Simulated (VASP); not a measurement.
# Pt (R-3m) in VASP: single point with r2SCAN

Aim: the single point of Pt with r2SCAN.

All numbers are computed with VASP 6.6.1; they aren't measurements. Logs are shortened: lines on timing, memory, paths and dates and some standing lists are left out, and cuts for length are marked.

### 1 The cell of the first run

It takes space group R-3m (No. 166, trigonal). The conventional cell has a = 4.439 Å, b = 4.439 Å, c = 5.437 Å, α = 90.00°, β = 90.00°, γ = 120.00°. Within 3.5 Å of Pt (site symmetry 3m) lie 14 Pt at 2.67 to 3.14 Å.

### 2 Single point, r2SCAN (atoms displaced along a vibrational mode)

POSCAR

```
Pt
1.0
    0.0000000000     -3.1389727827      0.0000000000
   -3.1389727827      0.0000000000      0.0000000000
    0.0000000000      0.0000000000     -3.1389727827
Pt
2
Direct
    0.4954017579      0.4954017579      0.4954017579
    0.0045982421      0.0045982421      0.0045982421
```

INCAR.step1

```
SYSTEM = Pt
PREC = Accurate
ENCUT = 520
ISMEAR = 0
SIGMA = 0.15
LREAL = .FALSE.
LASPH = .TRUE.
NELM = 100
NBANDS = 17
GGA = PE
ALGO = Normal
EDIFF = 1E-4
LWAVE = .TRUE.
LCHARG = .FALSE.
```

INCAR.step2

```
SYSTEM = Pt
PREC = Accurate
ENCUT = 520
EDIFF = 1E-7
ISMEAR = 0
SIGMA = 0.15
LREAL = .FALSE.
LASPH = .TRUE.
NELM = 100
ALGO = Normal
ISIF = 2
LWAVE = .FALSE.
LCHARG = .FALSE.
METAGGA = R2SCAN
LMIXTAU = .TRUE.
NBANDS = 17
ISTART = 1
```

KPOINTS

```
Automatic mesh
0
G
  20 20 20
  0 0 0
```

Potentials or basis: VASP PAW PBE potentials, release 64 (Pt).

The run is started by

```sh
$ cat potpaw_PBE.64/Pt/POTCAR > POTCAR
$ cp INCAR.step1 INCAR
$ mpirun -np 1 vasp_std > vasp.out
$ cp INCAR.step2 INCAR
$ mpirun -np 1 vasp_std > vasp.out
```

OUTCAR:

```text
SYSTEM = Pt
   PREC = Accurate
   ENCUT = 520
   EDIFF = 1E-7
   ISMEAR = 0
   LREAL = .FALSE.
   LASPH = .TRUE.
   NELM = 100
   ISIF = 2
   METAGGA = R2SCAN
   ISTART = 1

 ion  position               nearest neighbor table
   1  0.495  0.495  0.495-   2 2.67   2 2.70   2 2.70   2 2.70   2 2.74   2 2.74   2 2.74   2 2.77

   2  0.005  0.005  0.005-   1 2.67   1 2.70   1 2.70   1 2.70   1 2.74   1 2.74   1 2.74   1 2.77

  LATTYP: Found a simple cubic cell.
 ALAT       =     3.1389727827

  Lattice vectors:

 A1 = (   0.0000000000,  -3.1389727827,   0.0000000000)
 A2 = (  -3.1389727827,   0.0000000000,   0.0000000000)
 A3 = (   0.0000000000,   0.0000000000,  -3.1389727827)

Analysis of symmetry for initial positions (statically):
=====================================================================
 Subroutine PRICEL returns:
 Original cell was already a primitive cell.

 Routine SETGRP: Setting up the symmetry group for a
 simple cubic supercell.

 Subroutine GETGRP returns: Found 12 space group operations
 (whereof  6 operations were pure point group operations)
 out of a pool of 48 trial point group operations.

The static configuration has the point symmetry C_3v.
 The point group associated with its full space group is D_3d.

Analysis of symmetry for dynamics (positions and initial velocities):
=====================================================================
 Subroutine PRICEL returns:
 Original cell was already a primitive cell.

 Routine SETGRP: Setting up the symmetry group for a
 simple cubic supercell.

 Subroutine GETGRP returns: Found 12 space group operations
 (whereof  6 operations were pure point group operations)
 out of a pool of 48 trial point group operations.

The dynamic configuration has the point symmetry C_3v.
 The point group associated with its full space group is D_3d.

 Subroutine INISYM returns: Found 12 space group operations
 (whereof  6 operations are pure point group operations),
 and found     1 'primitive' translations

----------------------------------------------------------------------------------------

                                     Primitive cell

  volume of cell :      30.9288

  direct lattice vectors                    reciprocal lattice vectors
     0.000000000 -3.138972783  0.000000000     0.000000000 -0.318575556  0.000000000
    -3.138972783  0.000000000  0.000000000    -0.318575556  0.000000000  0.000000000
     0.000000000  0.000000000 -3.138972783     0.000000000  0.000000000 -0.318575556

  length of vectors
     3.138972783  3.138972783  3.138972783     0.318575556  0.318575556  0.318575556

  position of ions in fractional coordinates (direct lattice)
     0.495401758  0.495401758  0.495401758
     0.004598242  0.004598242  0.004598242

  ion indices of the primitive-cell ions
   primitive index   ion index
                 1           1
                 2           2

----------------------------------------------------------------------------------------

 KPOINTS: Automatic mesh

Automatic generation of k-mesh.
 Grid dimensions read from file:
 generate k-points for:   20   20   20

 Generating k-lattice:

  Cartesian coordinates                     Fractional coordinates (reciprocal lattice)
     0.000000000 -0.015928778  0.000000000     0.050000000  0.000000000  0.000000000
    -0.015928778  0.000000000  0.000000000     0.000000000  0.050000000  0.000000000
     0.000000000  0.000000000 -0.015928778     0.000000000  0.000000000  0.050000000

  Length of vectors
     0.015928778  0.015928778  0.015928778

  Shift w.r.t. Gamma in fractional coordinates (k-lattice)
     0.000000000  0.000000000  0.000000000

 Subroutine IBZKPT returns following result:
 ===========================================

 Found    781 irreducible k-points:

 Following reciprocal coordinates:
            Coordinates               Weight
  0.000000  0.000000  0.000000      1.000000
  0.050000  0.000000  0.000000      6.000000
  0.100000  0.000000  0.000000      6.000000
  0.150000  0.000000  0.000000      6.000000
  0.200000  0.000000  0.000000      6.000000
  0.250000  0.000000  0.000000      6.000000
[... 16 lines left out ...]
 -0.050000  0.300000  0.000000     12.000000
  0.350000  0.050000  0.000000     12.000000
 [... further k-points ...]
   k-points           NKPTS =    781   k-points in BZ     NKDIM =    781   number of bands    NBANDS=     17
   number of dos      NEDOS =    301   number of ions     NIONS =      2
   total plane-waves  NPLWV =  13824
   dimension x,y,z NGX =    24 NGY =   24 NGZ =   24
   dimension x,y,z NGXF=    48 NGYF=   48 NGZF=   48
   ions per type =               2
   NGX,Y,Z   is equivalent  to a cutoff of  12.71, 12.71, 12.71 a.u.
   NGXF,Y,Z  is equivalent  to a cutoff of  25.42, 25.42, 25.42 a.u.
 SYSTEM =  Pt
   PREC   = accura    normal or accurate (medium, high low for compatibility)
   ISTART =      1    job   : 0-new  1-cont  2-samecut
   ICHARG =      0    charge: 1-file 2-atom 10-const
   ISPIN  =      1    spin polarized calculation?
   LNONCOLLINEAR =      F non collinear calculations
   LSORBIT =      F    spin-orbit coupling
   LASPH  =      T    aspherical Exc in radial PAW
   ENCUT  =  520.0 eV  38.22 Ry    6.18 a.u.   5.84  5.84  5.84*2*pi/ulx,y,z
   NELM   =    100;   NELMIN=  2; NELMDL=  0     # of ELM steps
   EDIFF  = 0.1E-06   stopping-criterion for ELM
   LREAL  =      F    real-space projection
   EDIFFG = 0.1E-05   stopping-criterion for IOM
   NSW    =      0    number of steps for IOM
   IBRION =     -1    ionic relax: 0-MD 1-quasi-New 2-CG
   NFREE  =      0    steps in history (QN), initial steepest desc. (CG)
   ISIF   =      2    stress and relaxation
   ISYM   =      2    0-nonsym 1-usesym 2-fastsym
   POTIM  = 0.5000    time-step for ionic-motion
   TEBEG  =    0.0;   TEEND  =   0.0 temperature during run
   PSTRESS=    0.0 pullay stress
   NELECT =      20.0000    total number of electrons
   NUPDOWN=      -1.0000    fix difference up-down
   EMIN   =  10.00;   EMAX   =-10.00  energy-range for DOS
   EFERMI =   0.00;   METHOD = LEGACY
   ISMEAR =     0;   SIGMA  =   0.15  broadening in eV -4-tet -1-fermi 0-gaus
   EFERMI_NEDOS =   21; number of points for ismear=-14 and -15
   IALGO  =     38    algorithm
   IMIX   =      4    mixing-type and parameters
     AMIX     =   0.40;   BMIX     =  1.00
     AMIX_MAG =   1.60;   BMIX_MAG =  1.00
  volume/ion in A,a.u.               =      15.46       104.36
  Fermi-wavevector in a.u.,A,eV,Ry     =   1.415676  2.675240 27.267970  2.004139
  Thomas-Fermi vector in A             =   2.537090
   LORBIT       =      0    0 simple, 1 ext, 2 COOP (PROOUT), +10 PAW based schemes
   METAGGA = R2SCAN    functional components
   LHFCALC =     F    Hartree Fock is set to
   AEXX    =    0.0000 exact exchange contribution
   IVDW    =     0    specifies the selected vdW correction
   LEPSILON=     F    determine dielectric tensor
   LRPA    =     F    only Hartree local field effects (RPA)
 non-spin polarized calculation
 Gauss-broadening in eV      SIGMA  =   0.15
  energy-cutoff  :      520.00
  volume of cell :       30.93
 maximum number of plane-waves:       860
   NGX = 11   NGY = 11   NGZ = 11

 number of electron      20.0000001 magnetization

 Free energy of the ion-electron system (eV)
  ---------------------------------------------------
  ext. energy  EPLUGINS =         0.00000000
  ---------------------------------------------------
  free energy    TOTEN  =      -102.81746285 eV

  energy without entropy =     -102.79711201  energy(sigma->0) =     -102.80728743

 E-fermi :  10.3567     XC(G=0): -14.4273

 val. band max:       10.3564234069   @ k =   0.4500   0.1500   0.1000
 cond. band min:      10.3566892867   @ k =   0.3500   0.3500   0.0500
 fundamental gap:      0.0002658798
 Fermi energy:        10.3566624019

 k-point     1 :       0.0000    0.0000    0.0000
  band No.  band energies     occupation
      1       0.3750      2.00000
      2       3.8115      2.00000
      3       3.8115      2.00000
      4       6.5967      2.00000
      5       6.6194      2.00000
      6       6.6194      2.00000
[... 9 lines left out ...]
     16      28.4286      0.00000
     17      28.4335      0.00000

 k-point     2 :       0.0500    0.0000    0.0000
  band No.  band energies     occupation
      1       0.4296      2.00000
      2       3.8371      2.00000
      3       3.8486      2.00000
      4       6.6013      2.00000
      5       6.6203      2.00000
      6       6.6368      2.00000
[... 9 lines left out ...]
     16      28.4319      0.00000
     17      28.5133      0.00000

 k-point     3 :       0.1000    0.0000    0.0000
  band No.  band energies     occupation
      1       0.5920      2.00000
      2       3.9134      2.00000
      3       3.9568      2.00000
      4       6.6067      2.00000
      5       6.6242      2.00000
      6       6.6980      2.00000
[... 9 lines left out ...]
     16      28.4344      0.00000
     17      28.7438      0.00000

 k-point     4 :       0.1500    0.0000    0.0000
  band No.  band energies     occupation
      1       0.8584      2.00000
      2       4.0398      2.00000
      3       4.1262      2.00000
      4       6.6166      2.00000
      5       6.6347      2.00000
      6       6.8023      2.00000
[... 9 lines left out ...]
     16      28.4456      0.00000
     17      29.1189      0.00000
[... 343 lines left out ...]
      1       2.2320      2.00000
      2       4.7120      2.00000
      3       4.8128      2.00000
      4       6.6147      2.00000
      5       6.7239      2.00000
      6       7.4911      2.00000
[... 9 lines left out ...]
     16      28.4588      0.00000
     17      28.7127      0.00000

 k-point    23 :      -0.0500    0.3000    0.0000
  band No.  band energies     occupation
      1       2.2318      2.00000
      2       4.7124      2.00000
      3       4.8119      2.00000
      4       6.6024      2.00000
      5       6.7170      2.00000
      6       7.5180      2.00000
[... 9 lines left out ...]
     16      28.4820      0.00000
     17      28.6977      0.00000

 k-point    24 :       0.3500    0.0500    0.0000
  band No.  band energies     occupation
      1       2.7970      2.00000
      2       4.9242      2.00000
      3       5.0307      2.00000
      4       6.7054      2.00000
      5       6.7797      2.00000
      6       7.4957      2.00000
[... 9 lines left out ...]
     16      27.6368      0.00000
     17      28.5473      0.00000

 [... further k-points ...]
[... 5 lines left out ...]
  --------------------------------------------------------------------------------------
  -------------------------------------------------------------------------------------
  Total        0.2097578      0.2097578      0.2097578      0.0335148      0.0335148      0.0335148
  in kB       10.8659102     10.8659102     10.8659102      1.7361413      1.7361413      1.7361413
  external PRESSURE =      10.8659102 kB  Pullay stress =       0.0000000 kB

 VOLUME and BASIS-vectors are now :
 -----------------------------------------------------------------------------
  energy-cutoff  :      520.00
  volume of cell :       30.93
      direct lattice vectors                 reciprocal lattice vectors
     0.000000000 -3.138972783  0.000000000     0.000000000 -0.318575556  0.000000000
    -3.138972783  0.000000000  0.000000000    -0.318575556  0.000000000  0.000000000
     0.000000000  0.000000000 -3.138972783     0.000000000  0.000000000 -0.318575556

 POSITION                                       TOTAL-FORCE (eV/Angst)
 -----------------------------------------------------------------------------------
     -1.55505     -1.55505     -1.55505        -0.221489     -0.221489     -0.221489
     -0.01443     -0.01443     -0.01443         0.221489      0.221489      0.221489
 -----------------------------------------------------------------------------------
    total drift:                               -0.000000     -0.000000      0.000000

  FREE ENERGIE OF THE ION-ELECTRON SYSTEM (eV)
  ---------------------------------------------------
  free  energy   TOTEN  =      -102.8174628518 eV

  energy  without entropy=     -102.7971120116  energy(sigma->0) =     -102.80728743
```

Wall time 11 min (1 thread of Intel Xeon 8259CL, shared host); peak memory 0.44 GiB.

What came out:

| Quantity | Value |
| --- | --- |
| Free energy | -102.8175 eV |
| Pressure | 1.1 GPa |
| Largest force | 0.384 eV/Å |
| Band gap on the k mesh | zero (bands 10 and 11 overlap by 1.54 eV) |

Forces on the atoms (eV/Å):
```
Pt  -0.221 -0.221 -0.221
Pt   0.221  0.221  0.221
```

Caveat: the cell differs from its parent crystal (atoms displaced along a vibrational mode); the PAW data sets were made with another functional, which shifts forces and pressure a little; spin-orbit coupling is left out, which moves the levels of the heavy elements.
